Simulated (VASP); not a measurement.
A run of VASP 6.6.1 is set up as follows.

Contents of INCAR:

```
  ALGO = Normal
  EDIFF = 1E-8
  ENCUT = 520
  IBRION = 6
  ISIF = 2
  ISMEAR = 0
  LASPH = True
  LCHARG = False
  LMIXTAU = True
  LREAL = False
  LWAVE = False
  METAGGA = R2SCAN
  NBANDS = 26
  NELM = 60
  NFREE = 2
  NSW = 1
  POTIM = 0.015
  PREC = Accurate
  SIGMA = 0.01
```

Contents of KPOINTS:

```
k-points
0
Gamma
  8 8 4
```

POSCAR

```
ZnO
1.0
    3.1481778069      0.0000000000      0.0000000000
   -1.5740889035      2.7264019564      0.0000000000
    0.0000000000      0.0000000000      5.0636277753
Zn O
2 2
Direct
    0.3333333333      0.6666666667      0.4994955149
    0.6666666667      0.3333333333     -0.0005044851
    0.6666666667      0.3333333333      0.3795144851
    0.3333333333      0.6666666667      0.8795144851
```

Potentials or basis: VASP PAW PBE potentials, release 64 (Zn, O).

Launch:

```sh
$ cat potpaw_PBE.64/Zn/POTCAR potpaw_PBE.64/O/POTCAR > POTCAR
$ mpirun -np 1 vasp_std > vasp.out
```

(1) Predict the highest phonon frequency at Γ, LO-TO splitting left out.

Answers

(1) 616 cm⁻¹.

Caveat: the cell stands under pressure or tension, which shifts response properties.
